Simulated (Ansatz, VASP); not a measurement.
# LiCl in VASP and in Ansatz

INCAR

```
PREC     = Accurate       # precision mode
ENCUT    = 520            # plane-wave cutoff, eV
EDIFF    = 1E-6           # SCF threshold, eV
ISMEAR   = 0              # smearing method
SIGMA    = 0.02           # smearing width, eV
LREAL    = False          # projectors in reciprocal space
LASPH    = True           # aspherical terms in the spheres
NELM     = 100            # most SCF steps
ALGO     = Normal         # electronic algorithm
ISIF     = 2              # what is computed and relaxed
LWAVE    = False          # write WAVECAR
LCHARG   = False          # write CHGCAR
GGA      = PE             # functional
NBANDS   = 12             # bands
```

The input KPOINTS:

```
Automatic mesh
0
Gamma
  8 8 8
```

Contents of POSCAR:

```
LiCl
1.0
    0.0000000000      2.5751358841      2.5751358841
    2.5751358841      0.0000000000      2.5751358841
    2.5751358841      2.5751358841      0.0000000000
Li Cl
1 1
Direct
    0.0000000000      0.0000000000      0.0000000000
    0.5000000000      0.5000000000      0.5000000000
```

Input for Ansatz:

```yaml
crystal:
  lattice:
    - [0.0, 2.5751358841, 2.5751358841]
    - [2.5751358841, 0.0, 2.5751358841]
    - [2.5751358841, 2.5751358841, 0.0]
  atoms:
    - { symbol: Li, position: [0.0, 0.0, 0.0] }
    - { symbol: Cl, position: [0.5, 0.5, 0.5] }
basis:
  ecutwfc: 420
kpoints:
  mp_grid: { grid: [8, 8, 8] }
hamiltonian:
  xc: pbe
scf:
  occupations: { method: gaussian, width: 0.02 }
output:
  forces: false
  stress: false
  eigenvalues: true
  eigenstates:
    kpoints:
      - [-0.072917, 0.0, 0.072917]
      - [-0.072917, 0.008196912, 0.081113912]
      - [-0.072917, -0.008196912, 0.064720088]
      - [-0.064720088, 0.0, 0.081113912]
      - [-0.081113912, 0.0, 0.064720088]
      - [-0.064720088, 0.008196912, 0.072917]
      - [-0.081113912, -0.008196912, 0.072917]
      - [-0.067120908, 0.005796092, 0.084509184]
      - [-0.078713092, -0.005796092, 0.061324816]
      - [-0.067120908, 0.011592184, 0.078713092]
      - [-0.078713092, -0.011592184, 0.067120908]
      - [-0.061324816, 0.005796092, 0.078713092]
      - [-0.084509184, -0.005796092, 0.067120908]
      - [-0.063452021, 0.009464979, 0.082381979]
      - [-0.082381979, -0.009464979, 0.063452021]
      - [0.0, 0.0, 0.0]
      - [0.0, 0.008196912, 0.008196912]
      - [0.0, -0.008196912, -0.008196912]
      - [0.008196912, 0.0, 0.008196912]
      - [-0.008196912, 0.0, -0.008196912]
      - [0.008196912, 0.008196912, 0.0]
      - [-0.008196912, -0.008196912, 0.0]
      - [0.005796092, 0.005796092, 0.011592184]
      - [-0.005796092, -0.005796092, -0.011592184]
      - [0.005796092, 0.011592184, 0.005796092]
      - [-0.005796092, -0.011592184, -0.005796092]
      - [0.011592184, 0.005796092, 0.005796092]
      - [-0.011592184, -0.005796092, -0.005796092]
      - [0.009464979, 0.009464979, 0.009464979]
      - [-0.009464979, -0.009464979, -0.009464979]
    e_range: [-7.756376, 7.756376]
checkpoint:
  read: start.run
  write: ck
  compress: false
  write_wavefunctions: false
  write_every: 100000
```

Alike in both runs: task single point; functional PBE; k mesh 8 × 8 × 8; occupations gaussian, width 0.02 eV; no spin polarisation.

```csv
,VASP,Ansatz
version,VASP 6.6.1,Ansatz 0.2.0
potentials or method,"VASP PAW PBE potentials, release 64 (Li_sv, Cl), cutoff 520 eV","scalar-relativistic, plane waves, PAW"
valence electrons in the cell,10,10
```

```csv
,VASP,Ansatz,Ansatz less VASP
gap on the k mesh at the Fermi level (eV),6.27,6.26,-0.011
least direct gap on the mesh (eV),6.27,6.26,-0.011
```

With one functional, cell and mesh, what is left measures potentials, basis and numerics.

Noted on VASP's run: the cutoff is short for stress, so the pressure is rough.
